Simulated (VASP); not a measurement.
Here is a VASP 6.6.1 calculation.

Contents of INCAR:

```
PREC = Accurate
ENCUT = 520
EDIFF = 1E-7
ISMEAR = 0
SIGMA = 0.1
LREAL = F
LASPH = T
NELM = 100
ALGO = Normal
ISIF = 2
LWAVE = F
LCHARG = F
GGA = PE
NBANDS = 26
```

File KPOINTS:

```
Automatic mesh
0
Gamma
  4 4 6
```

File POSCAR:

```
Ca3As
1.0
    5.2868799900      0.0000000000      0.0000000000
    0.0000000000      5.2868799900      0.0000000000
    0.0000000000      0.0000000000      3.4825548500
Ca As
3 1
Direct
    0.0000000000      0.5000000000      0.5000000000
    0.5000000000      0.0000000000      0.5000000000
    0.0000000000      0.0000000000      0.0000000000
    0.5000000000      0.5000000000      0.5000000000
```

Potentials or basis: VASP PAW PBE potentials, release 64 (Ca_sv, As).

Command:

```bash
$ cat potpaw_PBE.64/Ca_sv/POTCAR potpaw_PBE.64/As/POTCAR > POTCAR
$ mpirun -np 1 vasp_std > vasp.out
```

(1) What does it give for the pressure?

(2) What does it give for the band gap on the k mesh?

## Answers

(1) 18.3 GPa.

(2) zero (an odd number of electrons rules out a gap without spin polarisation).

Caveat: the stress differs along the axes, from 14 to 21 GPa.
